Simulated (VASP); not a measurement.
# HfSi2 (Cmcm) in VASP: a series of runs, part 2 of 2

VASP 6.6.1. The steps go on from the part before.

**4. Relaxation of shape and atoms at fixed volume, PBE (17.37 Å³/atom)**

Contents of INCAR:

```
SYSTEM = HfSi2
PREC = Accurate
ENCUT = 500
EDIFF = 1E-7
ISMEAR = 0
SIGMA = 0.1
LREAL = .False.
LASPH = .True.
NELM = 120
ALGO = Normal
ISIF = 4
LWAVE = .False.
LCHARG = .False.
GGA = PE
IBRION = 2
NSW = 50
EDIFFG = -0.01
GGA_COMPAT = .False.
NELMIN = 4
```

Contents of KPOINTS:

```
Automatic mesh
0
Gamma
  10 10 10
  0 0 0
```

Contents of POSCAR:

```
HfSi2
1.0
    1.8745777181     -7.4747783358      0.0000000000
    1.8745777181      7.4747783358      0.0000000000
    0.0000000000      0.0000000000      3.7193085732
Hf Si
2 4
Direct
    0.8938455827      0.1061544173      0.2500000000
    0.1061544173      0.8938455827      0.7500000000
    0.5536354577      0.4463645423      0.2500000000
    0.4463645423      0.5536354577      0.7500000000
    0.2503787816      0.7496212184      0.2500000000
    0.7496212184      0.2503787816      0.7500000000
```

On the command line:

```
cat potpaw_PBE.64/Hf_pv/POTCAR potpaw_PBE.64/Si/POTCAR > POTCAR
mpirun -np 1 vasp_std > vasp.out
```

Wall time 24 min (1 thread of AMD EPYC 9R45 (Zen 5), shared host); peak memory 0.51 GiB.

The run converged. Its results:

```
Free energy                  : -44.8074 eV
Energy gained by relaxing    : 0.3 meV/atom
Ionic steps                  : 5
Pressure after relaxing      : -6.7 GPa
Largest force after relaxing : 0.009 eV/Å
Band gap on the k mesh       : zero (bands 18 and 19 overlap by 0.76 eV)
```

Forces in eV/Å, atoms in the order of the input:
```
Hf   0.000  0.003  0.000
Hf   0.000 -0.003  0.000
Si   0.000  0.009  0.000
Si   0.000 -0.009  0.000
Si   0.000 -0.004  0.000
Si   0.000  0.004  0.000
```

Stress tensor (GPa, compression positive):
```
-6.74  0.00  0.00
 0.00 -6.69  0.00
 0.00  0.00 -6.64
```

The path:
```csv
step,energy change (eV),largest force (eV/Å),pressure (GPa),volume (Å³)
1,0.0000,0.0642,-6.87,104.23
2,-0.0013,0.0466,-6.80,104.23
3,-0.0018,0.0279,-6.72,104.23
4,-0.0018,0.0264,-6.71,104.23
5,-0.0020,0.0087,-6.69,104.23
```

Final structure:
```
CELL_PARAMETERS angstrom
1.87270 -7.50915 0.00000
1.87270 7.50915 0.00000
0.00000 0.00000 3.70600
ATOMIC_POSITIONS crystal
Hf 0.89326 0.10674 0.25000
Hf 0.10674 0.89326 0.75000
Si 0.55317 0.44683 0.25000
Si 0.44683 0.55317 0.75000
Si 0.25040 0.74960 0.25000
Si 0.74960 0.25040 0.75000
```

Levels at points of the mesh, in eV from the Fermi level:
```csv
k point,band 16,band 17,band 18,band 19,band 20,band 21
"(0.00, 0.00, 0.00)",-2.40,-2.31,-0.22,1.23,1.39,1.54
"(0.50, 0.00, 0.00)",-1.39,-0.80,-0.43,-0.31,0.67,0.80
"(0.50, 0.50, 0.00)",-2.07,-1.57,0.19,1.29,1.30,1.60
"(0.00, 0.00, 0.50)",-1.82,-0.11,-0.11,-0.08,-0.08,1.61
"(0.50, 0.00, 0.50)",-3.46,-2.26,-2.26,1.68,1.68,2.60
"(0.50, 0.50, 0.50)",-2.11,-0.87,-0.87,-0.07,-0.07,2.32
```

Caveat: spin-orbit coupling is left out, which moves the levels of the heavy elements.

**5. Relaxation of shape and atoms at fixed volume, PBE (15.90 Å³/atom)**

INCAR is that of step 4.

Contents of KPOINTS:

```
regular mesh
0
Gamma
  10 10 10
  0 0 0
```

Contents of POSCAR:

```
HfSi2
1.0
    1.8226675409     -7.2222980272      0.0000000000
    1.8226675409      7.2222980272      0.0000000000
    0.0000000000      0.0000000000      3.6228218958
Hf Si
2 4
Direct
    0.8945372356      0.1054627644      0.2500000000
    0.1054627644      0.8945372356      0.7500000000
    0.5542797321      0.4457202679      0.2500000000
    0.4457202679      0.5542797321      0.7500000000
    0.2502818290      0.7497181710      0.2500000000
    0.7497181710      0.2502818290      0.7500000000
```

On the command line:

```
cat potpaw_PBE.64/Hf_pv/POTCAR potpaw_PBE.64/Si/POTCAR > POTCAR
mpirun -np 1 vasp_std > vasp.out
```

Run time: 25 min. Hardware: 1 thread of Intel Xeon Platinum 8488C (Sapphire Rapids), shared host; peak memory 0.51 GiB.

Results (log left out):

| Quantity | Value |
| --- | --- |
| Free energy | -44.8983 eV |
| Energy gained by relaxing | 0.3 meV/atom |
| Ionic steps | 6 |
| Pressure after relaxing | 4.2 GPa |
| Band gap on the k mesh | zero (bands 18 and 19 overlap by 0.98 eV) |

Forces in eV/Å, atoms in the order of the input:
```
Hf   0.000  0.001  0.000
Hf   0.000 -0.001  0.000
Si   0.000  0.000  0.000
Si   0.000  0.000  0.000
Si   0.000 -0.002  0.000
Si   0.000  0.002  0.000
```

The path:
```tsv
step	energy change (eV)	largest force (eV/Å)	pressure (GPa)	volume (Å³)
1	0.0000	0.0915	4.39	95.38
2	-0.0013	0.0428	4.28	95.38
3	-0.0017	0.0292	4.18	95.38
4	-0.0019	0.0162	4.16	95.38
5	-0.0019	0.0107	4.15	95.38
6	-0.0019	0.0024	4.15	95.38
```

Final structure:
```
Hf Si
1.0
     1.82595   -7.19070    0.00000
     1.82595    7.19070    0.00000
     0.00000    0.00000    3.63220
Hf Si
2 4
Direct
  0.89515 0.10485 0.25000
  0.10485 0.89515 0.75000
  0.55476 0.44524 0.25000
  0.44524 0.55476 0.75000
  0.25024 0.74976 0.25000
  0.74976 0.25024 0.75000
```

Levels at points of the mesh, in eV from the Fermi level:
```csv
k point,band 14,band 15,band 16,band 17,band 18,band 19,band 20,band 21,band 22
"(0.00, 0.00, 0.00)",-2.63,-2.61,-2.59,-2.57,-0.01,1.18,1.30,1.73,1.89
"(0.50, 0.00, 0.00)",-2.80,-1.94,-1.67,-0.88,-0.54,-0.46,0.87,0.89,2.13
"(0.50, 0.50, 0.00)",-2.94,-2.89,-2.15,-1.61,0.43,1.18,1.36,1.51,2.05
"(0.00, 0.00, 0.50)",-2.64,-2.03,-2.03,-0.08,-0.08,0.17,0.17,1.68,1.68
"(0.50, 0.00, 0.50)",-4.24,-3.52,-3.52,-2.48,-2.48,2.01,2.01,2.82,2.82
"(0.50, 0.50, 0.50)",-3.33,-2.39,-2.39,-1.00,-1.00,0.07,0.07,2.48,2.48
```

Caveat: spin-orbit coupling is left out, which moves the levels of the heavy elements.

**6. Overview**

| task | cell | k mesh | gap on the mesh (eV) | pressure (GPa) | largest force (eV/Å) |
| --- | --- | --- | --- | --- | --- |
| single point | a = 3.572, b = 14.154, c = 3.732 Å, 12 atoms, atomic positions A | 10 × 4 × 10 | none | 5.3 | 0.02 |
| single point | a = 3.572, b = 14.154, c = 3.726 Å, 12 atoms, atomic positions B | 10 × 4 × 10 | none | 5.7 | 0.13 |
| relaxation of shape and atoms at fixed volume | relaxed from a = 7.706, b = 7.706, c = 3.719 Å, angles 90.0, 90.0, 151.8°, 6 atoms, atomic positions C | 10 × 10 × 10 | none | -6.7 | 0.01 |
| relaxation of shape and atoms at fixed volume | relaxed from a = 7.449, b = 7.449, c = 3.623 Å, angles 90.0, 90.0, 151.7°, 6 atoms, atomic positions D | 10 × 10 × 10 | none | 4.2 | - |

Alike in all rows: level PBE; potentials or basis VASP PAW PBE potentials, release 64 (Hf_pv, Si); no spin polarisation; cutoff (eV) 500; smearing gaussian 0.1 eV.

Caveats: spin-orbit coupling is left out, which moves the levels of the heavy elements; the cell stands under pressure (at least some runs).

Total energies depend on the potentials used, so only differences within one code and one set of settings carry meaning.
